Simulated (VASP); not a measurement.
Wanted: the native input for a VASP 6.6.1 run.

| Quantity | Value |
| --- | --- |
| Task | single point |
| Functional | PBE |
| Potentials or basis | VASP PAW PBE potentials, release 64 (Ho_3, B, N), 4f in core |
| Cutoff | 600 eV |
| k mesh | 6 × 6 × 4 |
| Occupations | gaussian, width 0.1 eV |
| Spin | no spin polarisation |
| Dipole correction | no |
| Further INCAR settings | ALGO = Normal; EDIFF = 1e-06; NBANDS = 27 |

The structure of Ho2BN3 lies in POSCAR:

```
Ho2BN3
1.0
    5.3671909600      0.0000000000      0.0000000000
   -2.6835954800      4.6481237200      0.0000000000
    0.0000000000      0.0000000000      4.2388377800
Ho B N
2 1 3
Direct
    0.3333333300      0.6666666700      0.0000000000
    0.6666666700      0.3333333300      0.0000000000
    0.0000000000      0.0000000000      0.0000000000
    0.5000000000      0.0000000000      0.0000000000
    0.0000000000      0.5000000000      0.0000000000
    0.5000000000      0.5000000000      0.0000000000
```

The cell was generated, and may not be a known phase.

One way to write it, as run:

INCAR

```
PREC = Accurate ; ENCUT = 600
EDIFF = 1E-6 ; ISMEAR = 0
SIGMA = 0.1 ; LREAL = F
LASPH = T ; NELM = 200
ALGO = Normal ; ISIF = 2
LWAVE = F ; LCHARG = F
GGA = PE ; NBANDS = 27
GGA_COMPAT = F ; LMAXMIX = 6
```

KPOINTS

```
regular mesh
0
Gamma
  6 6 4
```

Potentials or basis: VASP PAW PBE potentials, release 64 (Ho_3, B, N), 4f in core.

Command:

```sh
$ cat potpaw_PBE.64/Ho_3/POTCAR potpaw_PBE.64/B/POTCAR potpaw_PBE.64/N/POTCAR > POTCAR
$ mpirun -np 1 vasp_std > vasp.out
```

Results of the run:

```yaml
Pressure: 152.2 GPa
Band_gap_on_the_k_mesh: zero (bands 18 and 19 overlap by 0.72 eV)
```

Caveat: the k points lie up to 0.37 Å⁻¹ apart, too coarse for converged energies and pressures of a metal; spin-orbit coupling is left out, which moves the levels of the heavy elements; the 4f electrons are frozen in the core, so they carry no moment and show no levels; the run has no spin polarisation, though such a crystal can be magnetic.

It took 83 s on 1 thread of Intel(R) Xeon(R) Platinum 8259CL CPU @ 2.50GHz (Skylake/Cascade Lake) (shared host), peak memory 0.31 GiB.
